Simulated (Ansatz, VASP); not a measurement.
Two plane-wave programs on CrPd3

```
Cr Pd
1.0
     3.82045    0.00000    0.00000
     0.00000    3.82045    0.00000
     0.00000    0.00000    3.82045
Cr Pd
1 3
Direct
  0.00000 0.00000 0.00000
  0.00000 0.50000 0.50000
  0.50000 0.00000 0.50000
  0.50000 0.50000 0.00000
```

Alike in both runs: task single point; functional LDA; k mesh 6 × 6 × 6; collinear spin.

|  | VASP | Ansatz |
| --- | --- | --- |
| version | VASP 6.6.1 | Ansatz 0.2.0 |
| potentials or method | VASP PAW LDA potentials, release 64 (Cr_pv, Pd), cutoff 520 eV | plane waves, PAW |
| occupations | fermi-dirac, width 0.1 eV | fermi-dirac |
| valence electrons in the cell | 42 | 68 |

VASP gave:

| Quantity | Value |
| --- | --- |
| net moment per atom (μB) | 0.62 |
| size of the moment on the site where the two differ most (μB) | 2.49 |

Estimate Ansatz's values.

net moment per atom (μB): 0.63; size of the moment on the site where the two differ most (μB): 2.50.

LDA's correlation is that of Perdew and Zunger in VASP and of Perdew and Wang (1992) in Ansatz. Site moments also hang on the region over which each program counts them. VASP's potentials hold 42 valence electrons a cell and Ansatz's 68, so a difference there can come from the potentials and not from the codes.
